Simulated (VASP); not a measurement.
Crystal: Zn.

```
Zn
1.0
     1.41192    0.81517    6.12262
    -1.41192    0.81517    6.12262
     0.00000   -1.63035    6.12262
Zn
3
Direct
  0.00000 0.00000 0.00000
  0.22215 0.22215 0.22215
  0.77785 0.77785 0.77785
```

```yaml
Program: VASP 6.6.1
Task: relaxation of cell and atoms
Functional: PBEsol
Potentials_or_basis: VASP PAW PBE potentials, release 64 (Zn)
Cutoff: 600 eV
k_mesh: 9 × 9 × 9
Occupations: gaussian, width 0.1 eV
Spin: no spin polarisation
```

At the start: pressure 0.5 GPa; volume 14.09 Å³/atom.

**Question.** Where does the relaxation end?

**Answer.** Over 5 steps the energy falls by 3.8 meV/atom and the volume is 14.08 Å³/atom (-0.1 %); space group R-3m (No. 166, to 0.05 Å).

Step by step:
```csv
step,energy change (eV),largest force (eV/Å),pressure (GPa),volume (Å³)
1,0.0000,0.0014,0.47,42.28
2,-0.0062,0.0010,-0.30,42.53
3,-0.0091,0.0043,-1.24,42.87
4,-0.0092,0.0029,-1.14,42.80
5,-0.0114,0.0075,0.03,42.24
```

Final structure:
```
CELL_PARAMETERS angstrom
1.39211 0.80373 6.29166
-1.39211 0.80373 6.29166
0.00000 -1.60747 6.29166
ATOMIC_POSITIONS crystal
Zn 0.00000 0.00000 0.00000
Zn 0.22213 0.22213 0.22213
Zn 0.77787 0.77787 0.77787
```

Caveat: the PAW data sets were made with another functional, which shifts forces and pressure a little.
